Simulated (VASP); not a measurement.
## Si: single point with PBE

The system is Si.

```
Si
1.0
     2.64212    0.00000    0.00000
    -1.32106    2.28814    0.10011
     0.00000    0.10924    2.49691
Si
1
Direct
  0.00000 0.00000 0.00000
```

This cell differs from its parent crystal: strain +0.0875 x Voigt [0, 0, 0, 1, 0, 0].

```
Program             : VASP 6.6.1
Task                : single point
Functional          : PBE
Potentials or basis : VASP PAW PBE potentials, release 64 (Si)
Cutoff              : 520 eV
k mesh              : 24 × 24 × 24
Occupations         : gaussian, width 0.15 eV
Spin                : no spin polarisation
```

* Pressure: 0.1 GPa
* Band gap on the k mesh: zero (bands 2 and 3 overlap by 11.97 eV)

Stress tensor (GPa, compression positive):
```
-0.02  0.00  0.00
 0.00  0.97 -5.92
 0.00 -5.92 -0.77
```

Levels at points of the mesh, in eV from the Fermi level:
| k point | band 1 | band 2 | band 3 | band 4 | band 5 | band 6 |
| --- | --- | --- | --- | --- | --- | --- |
| (0.00, 0.00, 0.00) | -13.91 | 7.54 | 7.75 | 10.17 | 10.25 | 12.22 |
| (0.50, 0.00, 0.00) | -7.54 | -6.64 | 5.13 | 6.59 | 12.29 | 14.63 |
| (0.00, 0.50, 0.00) | -7.50 | -6.63 | 5.06 | 6.49 | 11.80 | 13.96 |
| (0.00, 0.00, 0.50) | -9.15 | -7.04 | 13.15 | 13.48 | 14.44 | 14.60 |
| (0.50, 0.00, 0.50) | -3.09 | -2.07 | -1.83 | 1.67 | 8.28 | 10.97 |
| (0.00, 0.50, 0.50) | -3.46 | -2.30 | -1.39 | 1.92 | 8.60 | 12.18 |

Wall time 3.5 min on 1 thread of Intel(R) Xeon(R) Platinum 8259CL CPU @ 2.50GHz (Skylake/Cascade Lake), with other jobs on the host, peak memory 0.44 GiB.

Caveat: the cell differs from its parent crystal (strain +0.0875 x Voigt [0, 0, 0, 1, 0, 0]).
